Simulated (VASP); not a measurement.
# CoO (P-6m2) in VASP: further runs

The runs below take CoO through single point, with PBE, PBEsol-based screened hybrid with 25 % exact exchange.

Everything below comes from runs of VASP 6.6.1. Logs are shortened: lines on timing, memory, paths and dates and some standing lists are left out, and cuts for length are marked.

### 1 The cell of the first run

Symmetry: P-6m2, No. 187, hexagonal system. Conventional cell: a = 2.884 Å, b = 2.884 Å, c = 2.775 Å, α = 90.00°, β = 90.00°, γ = 120.00°. Within 2.9 Å of Co (site symmetry -6m2) lie 6 O at 2.17 Å and 8 Co at 2.78 to 2.88 Å. Within 2.9 Å of O (site symmetry -6m2) lie 6 Co at 2.17 Å and 8 O at 2.78 to 2.88 Å.

### 2 Single point, PBE, collinear spin, ferromagnetic start

File INCAR:

```
  ALGO = Normal
  EDIFF = 1E-6
  ENCUT = 700
  GGA = PE
  GGA_COMPAT = F
  ISIF = 2
  ISMEAR = -1
  ISPIN = 2
  LASPH = T
  LCHARG = T
  LELF = T
  LMAXMIX = 4
  LORBIT = 11
  LREAL = F
  LVHAR = T
  LWAVE = F
  MAGMOM = 2 0
  NBANDS = 22
  NELM = 200
  PREC = Accurate
  SIGMA = 0.05
```

File KPOINTS:

```
k-points
0
Gamma
  11 11 10
```

File POSCAR:

```
CoO
1.0
    2.8839238876      0.0000000000      0.0000000000
   -1.4419670419      2.4975518047      0.0000000000
    0.0000000000      0.0000000000      2.7751006110
Co O
1 1
Direct
    0.0000000000      0.0000000000      0.5000000000
    0.6666700000      0.3333300000      0.0000000000
```

Potentials or basis: VASP PAW PBE potentials, release 64 (Co_sv, O).

On the command line:

```
$ cat potpaw_PBE.64/Co_sv/POTCAR potpaw_PBE.64/O/POTCAR > POTCAR
$ mpirun -np 1 vasp_std > vasp.out
```

OUTCAR:

```text
EDIFF = 1E-6
   ENCUT = 700
   GGA = PE
   ISIF = 2
   ISMEAR = -1
   ISPIN = 2
   LASPH = T
   LORBIT = 11
   LREAL = F
   NELM = 200
   PREC = Accurate

 ion  position               nearest neighbor table
   1  0.000  0.000  0.500-   2 2.17   2 2.17   2 2.17   2 2.17   2 2.17   2 2.17
   2  0.667  0.333  0.000-   1 2.17   1 2.17   1 2.17   1 2.17   1 2.17   1 2.17

  LATTYP: Found a hexagonal cell.
 ALAT       =     2.8839238876
 C/A-ratio  =     0.9622655518

  Lattice vectors:

 A1 = (   2.8839238876,   0.0000000000,   0.0000000000)
 A2 = (  -1.4419670419,   2.4975518047,   0.0000000000)
 A3 = (   0.0000000000,   0.0000000000,   2.7751006110)

Analysis of symmetry for initial positions (statically):
=====================================================================
 Subroutine PRICEL returns:
 Original cell was already a primitive cell.

 Routine SETGRP: Setting up the symmetry group for a
 hexagonal supercell.

 Subroutine GETGRP returns: Found  4 space group operations
 (whereof  4 operations were pure point group operations)
 out of a pool of 24 trial point group operations.

The static configuration has the point symmetry C_2v.

Analysis of symmetry for dynamics (positions and initial velocities):
=====================================================================
 Subroutine PRICEL returns:
 Original cell was already a primitive cell.

 Routine SETGRP: Setting up the symmetry group for a
 hexagonal supercell.

 Subroutine GETGRP returns: Found  4 space group operations
 (whereof  4 operations were pure point group operations)
 out of a pool of 24 trial point group operations.

The dynamic configuration has the point symmetry C_2v.

Analysis of structural, dynamic, and magnetic symmetry:
=====================================================================
 Subroutine PRICEL returns:
 Original cell was already a primitive cell.

 Routine SETGRP: Setting up the symmetry group for a
 hexagonal supercell.

 Subroutine GETGRP returns: Found  4 space group operations
 (whereof  4 operations were pure point group operations)
 out of a pool of 24 trial point group operations.

The overall configuration has the point symmetry C_2v.

 Subroutine INISYM returns: Found  4 space group operations
 (whereof  4 operations are pure point group operations),
 and found     1 'primitive' translations

----------------------------------------------------------------------------------------

[... 107 lines left out ...]
   ISMEAR =    -1;   SIGMA  =   0.05  broadening in eV -4-tet -1-fermi 0-gaus
   EFERMI_NEDOS =   21; number of points for ismear=-14 and -15
   IALGO  =     38    algorithm
   IMIX   =      4    mixing-type and parameters
     AMIX     =   0.40;   BMIX     =  1.00
     AMIX_MAG =   1.60;   BMIX_MAG =  1.00
  volume/ion in A,a.u.               =       9.99        67.44
  Fermi-wavevector in a.u.,A,eV,Ry     =   1.715504  3.241833 40.041325  2.942954
  Thomas-Fermi vector in A             =   2.792864
   LORBIT       =     11    0 simple, 1 ext, 2 COOP (PROOUT), +10 PAW based schemes
   GGA     = PE    functional components
   LHFCALC =     F    Hartree Fock is set to
   AEXX    =    0.0000 exact exchange contribution
   IVDW    =     0    specifies the selected vdW correction
   LEPSILON=     F    determine dielectric tensor
   LRPA    =     F    only Hartree local field effects (RPA)
 spin polarized calculation
  energy-cutoff  :      700.00
  volume of cell :       19.99
 maximum number of plane-waves:       864
 NGX is ok and might be reduce to    28
   NGX = 13   NGY = 13   NGZ = 11

 number of electron      23.0000007 magnetization       2.9993662

 Free energy of the ion-electron system (eV)
  ---------------------------------------------------
  ext. energy  EPLUGINS =         0.00000000
  ---------------------------------------------------
  free energy    TOTEN  =       -12.98925535 eV

  energy without entropy =      -12.96036409  energy(sigma->0) =      -12.97480972

 E-fermi :   8.4016     XC(G=0): -12.5151

 val. band max:        8.3932117756   @ k =  -0.3636   0.2727   0.3000
 cond. band min:       8.4049615222   @ k =   0.3636   0.0000   0.4000
 fundamental gap:      0.0117497466
 Fermi energy:         8.4016224245

 spin component 1

 k-point     1 :       0.0000    0.0000    0.0000
  band No.  band energies     occupation
      1     -88.7854      1.00000
      2     -52.1888      1.00000
      3     -51.9288      1.00000
      4     -51.9288      1.00000
      5     -11.6516      1.00000
      6       3.6658      1.00000
[... 589 lines left out ...]
     21      35.9086      0.00000
     22      37.4197      0.00000

 [... further k-points ...]

 spin component 2

 k-point     1 :       0.0000    0.0000    0.0000
  band No.  band energies     occupation
      1     -85.7056      1.00000
      2     -49.0236      1.00000
      3     -49.0028      1.00000
      4     -49.0028      1.00000
      5     -11.0282      1.00000
      6       4.9627      1.00000
[... 589 lines left out ...]
     21      36.0883      0.00000
     22      37.8953      0.00000

 [... further k-points ...]
[... 5 lines left out ...]
  --------------------------------------------------------------------------------------
  -------------------------------------------------------------------------------------
  Total       -1.2377172     -1.2374766     -1.6080461      0.0002113      0.0000000      0.0000000
  in kB      -99.2098893    -99.1906025   -128.8938012      0.0169366      0.0000000      0.0000000
  external PRESSURE =    -109.0980977 kB  Pullay stress =       0.0000000 kB

 VOLUME and BASIS-vectors are now :
 -----------------------------------------------------------------------------
  energy-cutoff  :      700.00
  volume of cell :       19.99
      direct lattice vectors                 reciprocal lattice vectors
     2.883923888  0.000000000  0.000000000     0.346749789  0.200196755  0.000000000
    -1.441967042  2.497551805  0.000000000     0.000000000  0.400392095  0.000000000
     0.000000000  0.000000000  2.775100611     0.000000000  0.000000000  0.360347296

 POSITION                                       TOTAL-FORCE (eV/Angst)
 -----------------------------------------------------------------------------------
      0.00000      0.00000      1.38755        -0.000092      0.000053      0.000000
      1.44197      0.83251      0.00000         0.000092     -0.000053      0.000000
 -----------------------------------------------------------------------------------
    total drift:                                0.000015     -0.000011      0.000000

  FREE ENERGIE OF THE ION-ELECTRON SYSTEM (eV)
  ---------------------------------------------------
  free  energy   TOTEN  =       -12.9892553503 eV

  energy  without entropy=      -12.9603640929  energy(sigma->0) =      -12.97480972

 total charge

# of ion       s       p       d       tot
------------------------------------------
    1        2.142   6.063   6.641  14.846
    2        1.559   3.381   0.000   4.940
--------------------------------------------------
tot          3.702   9.444   6.641  19.786

 magnetization (x)

# of ion       s       p       d       tot
------------------------------------------
    1        0.006   0.007   2.522   2.535
    2        0.024   0.360   0.000   0.384
--------------------------------------------------
tot          0.030   0.367   2.522   2.919
```

stdout:

```text
POSCAR found type information on POSCAR CoO
 POSCAR found :  2 types and       2 ions
 scaLAPACK will be used
 LDA part: xc-table for (Slater+PW92), standard interpolation
 POSCAR, INCAR and KPOINTS ok, starting setup
 FFT: planning ... GRIDC
 FFT: planning ... GRID_SOFT
 FFT: planning ... GRID
 WAVECAR not read
 entering main loop
```

Wall time 3.1 min (1 thread of Intel Xeon Platinum 8488C (Sapphire Rapids), shared host); peak memory 0.33 GiB.

What came out:

- Free energy: -12.9893 eV
- Pressure: -10.9 GPa
- Band gap on the k mesh: zero (filled and empty bands overlap)
- Net moment: 3.00 μB per cell
- Site moments: Co +2.54; O +0.38 μB
- Valence electrons inside the program's atomic spheres: Co 14.85; O 4.94

Stress tensor (GPa, compression positive):
```
 -9.92   0.00   0.00
  0.00  -9.92   0.00
  0.00   0.00 -12.89
```

Levels at points of the mesh, in eV from the Fermi level:
Spin up:
| k point | band 11 | band 12 | band 13 | band 14 | band 15 | band 16 |
| --- | --- | --- | --- | --- | --- | --- |
| (0.00, 0.00, 0.00) | -2.96 | -1.05 | -1.05 | 0.35 | 14.34 | 15.58 |
| (0.00, 0.00, 0.50) | -2.12 | -1.28 | -1.28 | 6.43 | 6.50 | 20.43 |
Spin down:
| k point | band 8 | band 9 | band 10 | band 11 | band 12 | band 13 |
| --- | --- | --- | --- | --- | --- | --- |
| (0.00, 0.00, 0.00) | -2.82 | -2.51 | 0.36 | 0.36 | 0.76 | 0.76 |
| (0.00, 0.00, 0.50) | -2.80 | -0.90 | -0.90 | -0.17 | 0.97 | 0.97 |

Caveat: the cell stands under tension; a cell with one magnetic atom can't hold antiferromagnetic order, which such compounds often take; semilocal functionals often make such compounds metallic where correlation or magnetic order opens a gap, which also shifts bond lengths.

### 3 Single point, PBEsol-based screened hybrid with 25 % exact exchange, collinear spin, ferromagnetic start

This run uses another cell than the first one, of 9.00 Å³/atom.

File POSCAR:

```
CoO
1.0
    2.7812812272      0.0000028386      0.0000000000
   -1.3906430719      2.4086587785      0.0000000000
    0.0000000000      0.0000000000      2.6867939872
Co O
1 1
Direct
    0.0000000000      0.0000000000      0.5000000000
    0.6666666667      0.3333333333      0.0000000000
```

File INCAR.step1:

```
PREC = Accurate ; ENCUT = 520
EDIFF = 1E-5 ; ISMEAR = -1
SIGMA = 0.05 ; LREAL = F
LASPH = T ; NELM = 150
ALGO = Normal ; ISIF = 2
LWAVE = T ; LCHARG = F
ISPIN = 2 ; MAGMOM = 2 0
LORBIT = 11 ; LMAXMIX = 4
NBANDS = 18 ; GGA = PE
```

File INCAR.step2:

```
PREC = Accurate ; ENCUT = 520
EDIFF = 1E-7 ; ISMEAR = -1
SIGMA = 0.05 ; LREAL = F
LASPH = T ; NELM = 150
ALGO = Normal ; ISIF = 2
LWAVE = F ; LCHARG = F
ISPIN = 2 ; MAGMOM = 2 0
LORBIT = 11 ; LMAXMIX = 4
GGA = PS ; LHFCALC = T
AEXX = 0.25 ; HFSCREEN = 0.207
PRECFOCK = Normal ; NBANDS = 18
ISTART = 1
```

File KPOINTS:

```
regular mesh
0
Gamma
  6 6 5
```

Potentials or basis: VASP PAW PBE potentials, release 64 (Co, O).

On the command line:

```
$ cat potpaw_PBE.64/Co/POTCAR potpaw_PBE.64/O/POTCAR > POTCAR
$ cp INCAR.step1 INCAR
$ mpirun -np 1 vasp_std > vasp.out
$ cp INCAR.step2 INCAR
$ mpirun -np 1 vasp_std > vasp.out
```

It took 73 min on 1 thread of Oxide Virtual Turin-like, shared host; peak memory 0.22 GiB.

Results (log left out):

| Quantity | Value |
| --- | --- |
| Free energy | -18.7994 eV |
| Pressure | 0.1 GPa |
| Band gap on the k mesh | zero (filled and empty bands overlap) |
| Net moment | 3.00 μB per cell |
| Site moments | Co +2.67; O +0.31 μB |
| Valence electrons inside the program's atomic spheres | Co 7.88; O 5.04 |

Stress tensor (GPa, compression positive):
```
 0.27  0.00  0.00
 0.00  0.27  0.00
 0.00  0.00 -0.35
```

Levels at points of the mesh, in eV from the Fermi level:
Spin up:
| k point | band 6 | band 7 | band 8 | band 9 | band 10 | band 11 | band 12 | band 13 |
| --- | --- | --- | --- | --- | --- | --- | --- | --- |
| (0.00, 0.00, 0.00) | -5.87 | -4.72 | -2.46 | -2.46 | 1.63 | 15.65 | 17.56 | 17.56 |
| (0.50, 0.00, 0.00) | -5.86 | -4.41 | -4.27 | -2.00 | 6.47 | 10.45 | 15.86 | 19.06 |
Spin down:
```tsv
k point	band 3	band 4	band 5	band 6	band 7	band 8	band 9	band 10
(0.00, 0.00, 0.00)	-4.66	-4.66	-3.82	1.40	1.40	2.15	2.67	2.67
(0.50, 0.00, 0.00)	-4.47	-4.18	-4.12	-0.52	0.89	2.39	3.94	6.93
```

Caveat: the k points lie up to 0.47 Å⁻¹ apart, too coarse for converged energies and pressures of a metal; the PAW data sets were made with another functional, which shifts forces and pressure a little; a cell with one magnetic atom can't hold antiferromagnetic order, which such compounds often take.

The gap in the log of VASP goes by the Fermi energy; the results here count the filled bands.